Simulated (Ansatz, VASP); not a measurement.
## CuO: VASP beside Ansatz

File POSCAR:

```
CuO
1.0
    2.3463500000     -1.7141500000      0.0000000000
    2.3463500000      1.7141500000      0.0000000000
   -0.8519200000      0.0000000000      5.0658700000
Cu O
2 2
Direct
    0.0033000000      0.4967000000      0.0000000000
    0.4967000000      0.0033000000      0.5000000000
    0.5719000000      0.4073000000      0.2602000000
    0.4073000000      0.5719000000      0.7602000000
```

INCAR.step1

```
SYSTEM = CuO
PREC = Accurate ; ENCUT = 520
ISMEAR = -1 ; SIGMA = 0.05
LREAL = .FALSE. ; LASPH = .TRUE.
NELM = 150 ; ISPIN = 2
MAGMOM = 1 -1 0 0 ; LMAXMIX = 4
NBANDS = 29 ; GGA = PE
ALGO = Normal ; EDIFF = 1E-4
LWAVE = .TRUE. ; LCHARG = .FALSE.
LUSENCCL = .FALSE.
```

Contents of INCAR.step2:

```
SYSTEM = CuO
PREC = Accurate ; ENCUT = 520
EDIFF = 1E-6 ; ISMEAR = -1
SIGMA = 0.05 ; LREAL = .FALSE.
LASPH = .TRUE. ; NELM = 150
ALGO = Normal ; ISIF = 2
LWAVE = .FALSE. ; LCHARG = .TRUE.
ISPIN = 2 ; MAGMOM = 1 -1 0 0
LORBIT = 11 ; LMAXMIX = 4
METAGGA = R2SCAN ; LMIXTAU = .TRUE.
LELF = .TRUE. ; LVHAR = .TRUE.
NBANDS = 29 ; ISTART = 1
LUSENCCL = .FALSE.
```

KPOINTS

```
Automatic mesh
0
G
  7 7 4
  0 0 0
```

Input for Ansatz:

```yaml
crystal:
  lattice:
    - [2.34635, -1.71415, 0.0]
    - [2.34635, 1.71415, 0.0]
    - [-0.85192, 0.0, 5.06587]
  atoms:
    - { symbol: Cu, position: [0.0033, 0.4967, 0.0], spin: 1.0 }
    - { symbol: Cu, position: [0.4967, 0.0033, 0.5], spin: -1.0 }
    - { symbol: O, position: [0.5719, 0.4073, 0.2602] }
    - { symbol: O, position: [0.4073, 0.5719, 0.7602] }
magnetization:
  spin_polarized: true
hamiltonian:
  xc: r2scan
  pseudopotentials: { kind: paw }
basis:
  ecutwfc: 500
kpoints:
  mp_grid: { grid: [7, 7, 4] }
scf:
  occupations: { method: fermi_dirac, width: 0.05 }
  lower_state_search: "off"
output:
  forces: true
  stress: true
  write_density: true
  write_potential: true
  elf: true
  volumetric_format: npy
```

Alike in both runs: task single point; functional r2SCAN; k mesh 7 × 7 × 4; occupations fermi-dirac, width 0.05 eV; collinear spin.

```csv
,VASP,Ansatz
version,VASP 6.6.1,Ansatz 0.2.0
potentials or method,"VASP PAW PBE potentials, release 64 (Cu, O), cutoff 520 eV","PAW, plane waves, scalar-relativistic"
valence electrons in the cell,34,50
```

VASP gave:

* pressure (GPa): -0.3
* traceless stress, the component that is largest in VASP (GPa): -1.97
* rms of the force components (eV/Å): 0.566
* net moment per atom (μB): 0.00
* size of the moment on the site where the two differ most (μB): 0.00

**Question.** Which values does Ansatz return?

**Answer.** Pressure (GPa): -0.7; traceless stress, the component that is largest in VASP (GPa): -1.42; rms of the force components (eV/Å): 0.586; net moment per atom (μB): 0.00; size of the moment on the site where the two differ most (μB): 0.54.

VASP's potentials were made for PBE, not for r2SCAN. Site moments also hang on the region over which each program counts them. Atom by atom the forces differ by 0.059 eV/Å (rms over components). VASP's potentials hold 34 valence electrons a cell and Ansatz's 50, so a difference there can come from the potentials and not from the codes. Ansatz's warnings: stability check not made.
